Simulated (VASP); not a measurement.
# GaN (P6_3mc) in VASP: a series of runs

GaN is run at these levels: r2SCAN; tasks: phonons.

All numbers are computed with VASP 6.6.1; they aren't measurements. Logs are shortened: lines on timing, memory, paths and dates and some standing lists are left out, and cuts for length are marked.

## Step 1: The cell of the first run

Symmetry: P6_3mc, No. 186, hexagonal system. Conventional cell: a = 3.172 Å, b = 3.172 Å, c = 5.166 Å, α = 90.00°, β = 90.00°, γ = 120.00°. Within 2.6 Å of Ga (site symmetry 3m) lie 4 N at 1.94 to 1.95 Å. N (site symmetry 3m) has 4 Ga at 1.94 to 1.95 Å within 2.6 Å.

## Step 2: Phonons, r2SCAN

Contents of INCAR:

```
PREC     = Accurate       # precision mode
ENCUT    = 520            # plane-wave cutoff, eV
EDIFF    = 1E-8           # SCF threshold, eV
ISMEAR   = 0              # smearing method
SIGMA    = 0.01           # smearing width, eV
LREAL    = F              # projectors in reciprocal space
LASPH    = T              # aspherical terms in the spheres
NELM     = 60             # most SCF steps
ALGO     = Normal         # electronic algorithm
ISIF     = 2              # what is computed and relaxed
LWAVE    = F              # write WAVECAR
LCHARG   = F              # write CHGCAR
METAGGA  = R2SCAN         # meta-GGA
LMIXTAU  = T            
NBANDS   = 26             # bands
IBRION   = 6              # ionic algorithm
NFREE    = 2            
POTIM    = 0.015          # step
NSW      = 1              # ionic steps
```

Contents of KPOINTS:

```
Automatic mesh
0
Gamma
  8 8 4
```

Contents of POSCAR:

```
GaN
1.0
    3.1724979070      0.0000000000      0.0000000000
   -1.5862489535      2.7474637809      0.0000000000
    0.0000000000      0.0000000000      5.1663216954
Ga N
2 2
Direct
    0.3333333333      0.6666666667     -0.0008819454
    0.6666666667      0.3333333333      0.4991180546
    0.3333333333      0.6666666667      0.3758819454
    0.6666666667      0.3333333333      0.8758819454
```

Potentials or basis: VASP PAW PBE potentials, release 64 (Ga_d, N).

Started as:

```bash
> cat potpaw_PBE.64/Ga_d/POTCAR potpaw_PBE.64/N/POTCAR > POTCAR
> mpirun -np 1 vasp_std > vasp.out
```

OUTCAR:

```text
PREC = Accurate
   ENCUT = 520
   EDIFF = 1E-8
   ISMEAR = 0
   LREAL = F
   LASPH = T
   NELM = 60
   ISIF = 2
   METAGGA = R2SCAN
   IBRION = 6
   NFREE = 2
   POTIM = 0.015
   NSW = 1

 ion  position               nearest neighbor table
   1  0.333  0.667  0.999-   4 1.94   4 1.94   4 1.94   3 1.95
   2  0.667  0.333  0.499-   3 1.94   3 1.94   3 1.94   4 1.95
   3  0.333  0.667  0.376-   2 1.94   2 1.94   2 1.94   1 1.95
   4  0.667  0.333  0.876-   1 1.94   1 1.94   1 1.94   2 1.95

  LATTYP: Found a hexagonal cell.
 ALAT       =     3.1724979070
 C/A-ratio  =     1.6284712699

  Lattice vectors:

 A1 = (   3.1724979070,   0.0000000000,   0.0000000000)
 A2 = (  -1.5862489535,   2.7474637809,   0.0000000000)
 A3 = (   0.0000000000,   0.0000000000,   5.1663216954)

Analysis of symmetry for initial positions (statically):
=====================================================================
 Subroutine PRICEL returns:
 Original cell was already a primitive cell.

 Routine SETGRP: Setting up the symmetry group for a
 hexagonal supercell.

 Subroutine GETGRP returns: Found 12 space group operations
 (whereof  6 operations were pure point group operations)
 out of a pool of 24 trial point group operations.

The static configuration has the point symmetry C_3v.
 The point group associated with its full space group is C_6v.

Analysis of symmetry for dynamics (positions and initial velocities):
=====================================================================
 Subroutine PRICEL returns:
 Original cell was already a primitive cell.

 Routine SETGRP: Setting up the symmetry group for a
 hexagonal supercell.

 Subroutine GETGRP returns: Found 12 space group operations
 (whereof  6 operations were pure point group operations)
 out of a pool of 24 trial point group operations.

The dynamic configuration has the point symmetry C_3v.
 The point group associated with its full space group is C_6v.

 Subroutine INISYM returns: Found 12 space group operations
 (whereof  6 operations are pure point group operations),
 and found     1 'primitive' translations

----------------------------------------------------------------------------------------

                                     Primitive cell

  volume of cell :      45.0313

  direct lattice vectors                    reciprocal lattice vectors
     3.172497907  0.000000000  0.000000000     0.315209034  0.181986021  0.000000000
    -1.586248953  2.747463781  0.000000000     0.000000000  0.363972041  0.000000000
     0.000000000  0.000000000  5.166321695     0.000000000  0.000000000  0.193561311

  length of vectors
     3.172497907  3.172497907  5.166321695     0.363972041  0.363972041  0.193561311

  position of ions in fractional coordinates (direct lattice)
     0.333333333  0.666666667  0.999118055
     0.666666667  0.333333333  0.499118055
     0.333333333  0.666666667  0.375881945
     0.666666667  0.333333333  0.875881945

  ion indices of the primitive-cell ions
   primitive index   ion index
                 1           1
                 2           2
                 3           3
                 4           4

----------------------------------------------------------------------------------------

 KPOINTS: Automatic mesh

[... 66 lines left out ...]
   NELM   =     60;   NELMIN=  2; NELMDL= -5     # of ELM steps
   EDIFF  = 0.1E-07   stopping-criterion for ELM
   LREAL  =      F    real-space projection
   EDIFFG = 0.1E-06   stopping-criterion for IOM
   NSW    =     85    number of steps for IOM
   IBRION =      6    ionic relax: 0-MD 1-quasi-New 2-CG
   NFREE  =      2    steps in history (QN), initial steepest desc. (CG)
   ISIF   =      2    stress and relaxation
   ISYM   =      2    0-nonsym 1-usesym 2-fastsym
   POTIM  = 0.0150    time-step for ionic-motion
   TEBEG  =    0.0;   TEEND  =   0.0 temperature during run
   PSTRESS=    0.0 pullay stress
   NELECT =      36.0000    total number of electrons
   NUPDOWN=      -1.0000    fix difference up-down
   EMIN   =  10.00;   EMAX   =-10.00  energy-range for DOS
   EFERMI =   0.00;   METHOD = LEGACY
   ISMEAR =     0;   SIGMA  =   0.01  broadening in eV -4-tet -1-fermi 0-gaus
   EFERMI_NEDOS =   21; number of points for ismear=-14 and -15
   IALGO  =     38    algorithm
   IMIX   =      4    mixing-type and parameters
     AMIX     =   0.40;   BMIX     =  1.00
     AMIX_MAG =   1.60;   BMIX_MAG =  1.00
  volume/ion in A,a.u.               =      11.26        75.97
  Fermi-wavevector in a.u.,A,eV,Ry     =   1.519395  2.871241 31.409889  2.308562
  Thomas-Fermi vector in A             =   2.628387
   LORBIT       =      0    0 simple, 1 ext, 2 COOP (PROOUT), +10 PAW based schemes
   METAGGA = R2SCAN    functional components
   LHFCALC =     F    Hartree Fock is set to
   AEXX    =    0.0000 exact exchange contribution
   IVDW    =     0    specifies the selected vdW correction
   LEPSILON=     F    determine dielectric tensor
   LRPA    =     F    only Hartree local field effects (RPA)
 finite differences with symmetry
 non-spin polarized calculation
 Gauss-broadening in eV      SIGMA  =   0.01
  energy-cutoff  :      520.00
  volume of cell :       45.03
 maximum number of plane-waves:      1230
 NGX is ok and might be reduce to    24
   NGX = 11   NGY = 11   NGZ = 19

--------------------------------------- Ionic step        1  -------------------------------------------

 number of electron      36.0000010 magnetization

 Free energy of the ion-electron system (eV)
  ---------------------------------------------------
  ext. energy  EPLUGINS =         0.00000000
  ---------------------------------------------------
  free energy    TOTEN  =       -43.81415601 eV

  energy without entropy =      -43.81415601  energy(sigma->0) =      -43.81415601

------------------------ aborting loop because EDIFF is reached ----------------------------------------

  FORCE on cell =-STRESS in cart. coord.  units (eV):
  Direction    XX          YY          ZZ          XY          YZ          ZX
  --------------------------------------------------------------------------------------
  -------------------------------------------------------------------------------------
  Total        0.8992315      0.8992315      0.8483315      0.0000000      0.0000000      0.0000000
  in kB       31.9939091     31.9939091     30.1829322      0.0000000      0.0000000      0.0000000
  external PRESSURE =      31.3902502 kB  Pullay stress =       0.0000000 kB
[... 291 lines left out ...]
--------------------------------------- Ionic step        9  -------------------------------------------

 number of electron      36.0000010 magnetization

 Free energy of the ion-electron system (eV)
  ---------------------------------------------------
  ext. energy  EPLUGINS =         0.00000000
  ---------------------------------------------------
  free energy    TOTEN  =       -43.81191229 eV

  energy without entropy =      -43.81191229  energy(sigma->0) =      -43.81191229

 E-fermi :   5.2838     XC(G=0): -12.7231

 val. band max:        5.2194699727   @ k =   0.0000   0.0000   0.0000
 cond. band min:       7.6226240519   @ k =   0.0000   0.0000   0.0000
 fundamental gap:      2.4031540792
 Fermi energy:         5.2837806663

 k-point     1 :       0.0000    0.0000    0.0000
  band No.  band energies     occupation
      1     -11.6884      2.00000
      2     -10.6470      2.00000
      3      -8.6287      2.00000
      4      -8.6081      2.00000
      5      -8.6081      2.00000
      6      -8.5346      2.00000
[... 685 lines left out ...]
     25      18.1248      0.00000
     26      18.2586      0.00000

 [... further k-points ...]

------------------------ aborting loop because EDIFF is reached ----------------------------------------

  FORCE on cell =-STRESS in cart. coord.  units (eV):
  Direction    XX          YY          ZZ          XY          YZ          ZX
  --------------------------------------------------------------------------------------
  -------------------------------------------------------------------------------------
  Total        0.8116086      0.8116086      1.0253921      0.0000000      0.0000000      0.0000000
  in kB       28.8763603     28.8763603     36.4825996      0.0000000      0.0000000      0.0000000
  external PRESSURE =      31.4117734 kB  Pullay stress =       0.0000000 kB
[... 19 lines left out ...]
  FREE ENERGIE OF THE ION-ELECTRON SYSTEM (eV)
  ---------------------------------------------------
  free  energy   TOTEN  =       -43.8119122865 eV

  energy  without entropy=      -43.8119122865  energy(sigma->0) =      -43.81191229

 INTERNAL STRAIN TENSORS FROM DISPLACED ATOMS
 ============================================

 INTERNAL STRAIN TENSOR FOR ION    1 for displacements in x,y,z  (eV/Angst):
          X           Y           Z          XY          YZ          ZX
  --------------------------------------------------------------------------------
  x     0.00000     0.00000     0.00000    -8.80134    -0.00000    -6.20494
  y    -8.80134     8.80134     0.00000    -0.00000    -6.20475     0.00000
  z    -5.96988    -5.96988    11.35320     0.00000     0.00000     0.00000

 INTERNAL STRAIN TENSOR FOR ION    4 for displacements in x,y,z  (eV/Angst):
          X           Y           Z          XY          YZ          ZX
  --------------------------------------------------------------------------------
  x     0.00000     0.00000     0.00000    10.40851    -0.00000     6.05266
  y    10.40851   -10.40851     0.00000     0.00000     6.05247     0.00000
  z     5.82378     5.82378   -11.22312     0.00000     0.00000     0.00000

 Eigenvectors and eigenvalues of the dynamical matrix
 ----------------------------------------------------

   1 f  =   21.251281 THz   133.525737 2PiTHz  708.866433 cm-1    87.888197 meV
             X         Y         Z           dx          dy          dz
     -0.000000  1.831643  5.161765     0.000000   -0.000000    0.038022
      1.586249  0.915821  2.578604     0.000000   -0.000000   -0.038022
     -0.000000  1.831643  1.941927     0.000000   -0.000000   -0.706084
      1.586249  0.915821  4.525088    -0.000000    0.000000    0.706084
[... 71 lines left out ...]
  12 f/i=    0.152725 THz     0.959597 2PiTHz    5.094343 cm-1     0.631618 meV
             X         Y         Z           dx          dy          dz
     -0.000000  1.831643  5.161765     0.000000   -0.000000    0.647963
      1.586249  0.915821  2.578604     0.000000   -0.000000    0.647963
     -0.000000  1.831643  1.941927     0.000000   -0.000000    0.283098
      1.586249  0.915821  4.525088     0.000000   -0.000000    0.283098

 ELASTIC MODULI CONTR FROM IONIC RELAXATION (kBar)
 Direction    XX          YY          ZZ          XY          YZ          ZX
 --------------------------------------------------------------------------------
 XX        -711.4947    314.0893    380.4038     -0.0000     -0.0000      0.0000
 YY         314.0893   -711.4947    380.4038      0.0000     -0.0000     -0.0000
 ZZ         380.4038    380.4038   -728.2592      0.0000      0.0000      0.0000
 XY          -0.0000      0.0000      0.0000   -512.7920      0.0000     -0.0000
 YZ           0.0000     -0.0000      0.0000      0.0000   -194.1805      0.0000
 ZX           0.0000     -0.0000      0.0000     -0.0000      0.0000   -194.1925
 --------------------------------------------------------------------------------
```

Wall time 26 min (1 thread of AMD EPYC 9R45 (Zen 5), shared host); peak memory 0.31 GiB.

What came out:

| Property | Result |
| --- | --- |
| Highest phonon frequency at Γ, LO-TO splitting left out | 709 cm⁻¹ |

Phonon frequencies in cm⁻¹ (negative: imaginary):
| q point | frequencies |
| --- | --- |
| (0.000, 0.000, 0.000) | -5 -1 -1 139 139 334 543 567 567 578 578 709 |

Caveat: the cell stands under pressure or tension, which shifts response properties; the PAW data sets were made with another functional, which shifts forces and pressure a little.

## Step 3: Phonons, r2SCAN

This run uses another cell than the first one, of 11.37 Å³/atom.

Contents of INCAR:

```
SYSTEM = GaN
PREC = Accurate
ENCUT = 520
EDIFF = 1E-8
ISMEAR = 0
SIGMA = 0.01
LREAL = .False.
LASPH = .True.
NELM = 60
ALGO = Normal
ISIF = 2
LWAVE = .False.
LCHARG = .False.
METAGGA = R2SCAN
LMIXTAU = .True.
IBRION = 6
NFREE = 2
POTIM = 0.015
NSW = 1
```

Contents of KPOINTS:

```
Automatic mesh
0
Gamma
  8 8 4
  0 0 0
```

Contents of POSCAR:

```
GaN
1.0
    3.1831025598      0.0000000000      0.0000000000
   -1.5915512799      2.7566476796      0.0000000000
    0.0000000000      0.0000000000      5.1835786652
Ga N
2 2
Direct
    0.3333333333      0.6666666667     -0.0008903619
    0.6666666667      0.3333333333      0.4991096381
    0.3333333333      0.6666666667      0.3758903619
    0.6666666667      0.3333333333      0.8758903619
```

Potentials or basis: VASP PAW PBE potentials, release 64 (Ga_d, N).

Started as:

```bash
> cat potpaw_PBE.64/Ga_d/POTCAR potpaw_PBE.64/N/POTCAR > POTCAR
> mpirun -np 1 vasp_std > vasp.out
```

OUTCAR:

```text
SYSTEM = GaN
   PREC = Accurate
   ENCUT = 520
   EDIFF = 1E-8
   ISMEAR = 0
   LREAL = .False.
   LASPH = .True.
   NELM = 60
   ISIF = 2
   METAGGA = R2SCAN
   IBRION = 6
   NFREE = 2
   POTIM = 0.015
   NSW = 1

 ion  position               nearest neighbor table
   1  0.333  0.667  0.999-   4 1.95   4 1.95   4 1.95   3 1.95
   2  0.667  0.333  0.499-   3 1.95   3 1.95   3 1.95   4 1.95
   3  0.333  0.667  0.376-   2 1.95   2 1.95   2 1.95   1 1.95
[... 1160 lines left out ...]

 INTERNAL STRAIN TENSOR FOR ION    4 for displacements in x,y,z  (eV/Angst):
          X           Y           Z          XY          YZ          ZX
  --------------------------------------------------------------------------------
  x     0.00000     0.00000     0.00000     9.91111     0.00000     5.73441
  y     9.91111    -9.91111    -0.00000    -0.00000     5.73408     0.00000
  z     5.47338     5.47338   -10.59385     0.00000    -0.00000     0.00000

 Eigenvectors and eigenvalues of the dynamical matrix
 ----------------------------------------------------

   1 f  =   20.979578 THz   131.818576 2PiTHz  699.803394 cm-1    86.764524 meV
             X         Y         Z           dx          dy          dz
     -0.000000  1.837765  5.178963    -0.000000   -0.000000    0.034390
      1.591551  0.918883  2.587174    -0.000000   -0.000000   -0.034390
     -0.000000  1.837765  1.948457    -0.000000   -0.000000   -0.706270
      1.591551  0.918883  4.540247     0.000000    0.000000    0.706270
[... 71 lines left out ...]
  12 f/i=    0.206931 THz     1.300185 2PiTHz    6.902473 cm-1     0.855797 meV
             X         Y         Z           dx          dy          dz
     -0.000000  1.837765  5.178963    -0.000000    0.000000    0.648958
      1.591551  0.918883  2.587174    -0.000000    0.000000    0.648958
     -0.000000  1.837765  1.948457    -0.000000    0.000000    0.280809
      1.591551  0.918883  4.540247    -0.000000    0.000000    0.280809

 ELASTIC MODULI CONTR FROM IONIC RELAXATION (kBar)
 Direction    XX          YY          ZZ          XY          YZ          ZX
 --------------------------------------------------------------------------------
 XX        -654.4922    291.9278    346.0850     -0.0000      0.0000      0.0000
 YY         291.9278   -654.4922    346.0850      0.0000     -0.0000     -0.0000
 ZZ         346.0850    346.0850   -660.7092      0.0000      0.0000      0.0000
 XY          -0.0000      0.0000      0.0000   -473.2100     -0.0000      0.0000
 YZ           0.0000     -0.0000      0.0000     -0.0000   -176.7114      0.0000
 ZX           0.0000     -0.0000      0.0000     -0.0000      0.0000   -176.7319
 --------------------------------------------------------------------------------
```

OSZICAR:

```text
N       E                     dE             d eps       ncg     rms          rms(c)
DAV:   1     0.262428550706E+03    0.26243E+03   -0.18868E+04  1364   0.314E+03
DAV:   2    -0.166267414061E+02   -0.27906E+03   -0.27069E+03  1472   0.553E+02
DAV:   3    -0.521817118067E+02   -0.35555E+02   -0.34898E+02  1506   0.159E+02
[... 162 lines left out ...]
DAV:  15    -0.438182548538E+02   -0.11106E-07   -0.17222E-10   788   0.274E-04    0.106E-05
DAV:  16    -0.438182548200E+02    0.33780E-07   -0.98193E-11   788   0.256E-04    0.607E-06
DAV:  17    -0.438182548751E+02   -0.55048E-07   -0.59738E-11   782   0.123E-04    0.310E-06
DAV:  18    -0.438182548607E+02    0.14426E-07   -0.20840E-11   788   0.618E-05    0.316E-06
DAV:  19    -0.438182548665E+02   -0.57880E-08   -0.62022E-12   776   0.552E-05
   9 F= -.43818255E+02 E0= -.43818255E+02  d E =-.184670E-13
```

Run time: 26 min. Hardware: 1 thread of AMD EPYC 9R45 (Zen 5), shared host; peak memory 0.29 GiB.

What came out:

```
Highest phonon frequency at Γ, LO-TO splitting left out : 700 cm⁻¹
```

Phonon frequencies in cm⁻¹ (negative: imaginary):
```
              q point                                   frequencies
(0.000, 0.000, 0.000)  -7 -1 -1 139 139 328 535 559 559 569 569 700
```

Caveat: the cell stands under pressure or tension, which shifts response properties; the PAW data sets were made with another functional, which shifts forces and pressure a little.
